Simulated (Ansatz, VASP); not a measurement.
# Li2S: VASP beside Ansatz

POSCAR

```
Li2S
1.0
    0.0000000000      2.8452943747      2.8452943747
    2.8452943747      0.0000000000      2.8452943747
    2.8452943747      2.8452943747      0.0000000000
Li S
2 1
Direct
    0.2500000000      0.2500000000      0.2500000000
    0.7500000000      0.7500000000      0.7500000000
    0.0000000000      0.0000000000      0.0000000000
```

Contents of INCAR.step1:

```
SYSTEM = Li2S
PREC = Accurate
ENCUT = 650
EDIFF = 1E-5
ISMEAR = 0
SIGMA = 0.01
LREAL = .False.
LASPH = .True.
NELM = 120
ALGO = Normal
ISIF = 2
LWAVE = .True.
LCHARG = .False.
GGA = PE
NBANDS = 13
GGA_COMPAT = .False.
```

The input INCAR.step2:

```
SYSTEM = Li2S
PREC = Accurate
ENCUT = 650
EDIFF = 1E-6
ISMEAR = 0
SIGMA = 0.01
LREAL = .False.
LASPH = .True.
NELM = 120
ALGO = Normal
ISIF = 2
LWAVE = .False.
LCHARG = .False.
GGA = PE
LHFCALC = .True.
AEXX = 0.75
HFSCREEN = 0.3
PRECFOCK = Normal
ISTART = 1
NBANDS = 13
GGA_COMPAT = .False.
```

The input KPOINTS:

```
regular mesh
0
Gamma
  4 4 4
  0 0 0
```

Input for Ansatz:

```yaml
crystal:
  lattice:
    - [0.0, 2.8452943747, 2.8452943747]
    - [2.8452943747, 0.0, 2.8452943747]
    - [2.8452943747, 2.8452943747, 0.0]
  atoms:
    - { symbol: Li, position: [0.25, 0.25, 0.25] }
    - { symbol: Li, position: [0.75, 0.75, 0.75] }
    - { symbol: S, position: [0.0, 0.0, 0.0] }
kpoints:
  mp_grid: { grid: [4, 4, 4] }
hamiltonian:
  xc: { exchange: pbe, correlation: pbe, exx: { coeff: 0.75, omega: 0.3 } }
scf:
  occupations: { method: fixed }
  n_extra_bands: 4
output:
  forces: true
  stress: true
  eigenvalues: true
```

Alike in both runs: task single point; functional PBE-based screened hybrid with a share of 0.75 of exact exchange and HFSCREEN = 0.3; k mesh 4 × 4 × 4; no spin polarisation.

```csv
,VASP,Ansatz
version,VASP 6.6.1,Ansatz 0.2.0
potentials or method,"VASP PAW PBE potentials, release 64 (Li_sv, S)",plane waves
plane-wave cutoff (eV),650,420
occupations,"gaussian, width 0.01 eV",fixed
valence electrons in the cell,12,12
```

```tsv
	VASP	Ansatz	Ansatz less VASP
gap on the k mesh at the Fermi level (eV)	5.70	5.71	+0.009
pressure (GPa)	-1.9	-1.5	+0.44
```

VASP's potentials were made for PBE, not for PBE-based screened hybrid. Ansatz's warnings: stress exchange threshold loose, stress scf threshold loose.

The k mesh is coarse, so the values compare programs but aren't converged.
